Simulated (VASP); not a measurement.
## BP: single point with PBE

Crystal: BP.

```
CELL_PARAMETERS angstrom
0.00000 2.33707 2.26900
2.33707 0.00000 2.26900
2.33707 2.33707 0.00000
ATOMIC_POSITIONS crystal
B 0.00000 0.00000 0.00000
P 0.75000 0.75000 0.75000
```

This cell differs from its parent crystal: equal xx and yy strain of +3 %.

* Program: VASP 6.6.1
* Task: single point
* Functional: PBE
* Potentials or basis: VASP PAW PBE potentials, release 64 (B, P)
* Cutoff: 520 eV
* k mesh: 15 × 15 × 15
* Occupations: fermi-dirac, width 0.05 eV
* Spin: no spin polarisation
* Dipole correction: no
* Further INCAR settings: ALGO = Normal; EDIFF = 1e-06; NBANDS = 11

```json
{
  "Pressure": "-7.9 GPa",
  "Band gap on the k mesh": "0.89 eV, indirect (least direct gap 3.03 eV)"
}
```

Stress tensor (GPa, compression positive):
```
-10.26   0.00   0.00
  0.00 -10.26   0.00
  0.00   0.00  -3.03
```

Levels at points of the mesh, in eV from the valence-band top:
| k point | band 1 | band 2 | band 3 | band 4 | band 5 | band 6 | band 7 | band 8 |
| --- | --- | --- | --- | --- | --- | --- | --- | --- |
| (0.00, 0.00, 0.00) | -15.12 | -0.27 | -0.27 | 0.00 | 3.03 | 3.20 | 3.20 | 6.30 |

Run time: 63 s on 1 thread of Intel(R) Xeon(R) Platinum 8375C CPU @ 2.90GHz (Ice Lake) (shared host), peak memory 0.2 GiB.

Caveat: the cell differs from its parent crystal (equal xx and yy strain of +3 %). A k mesh can miss the band edges.
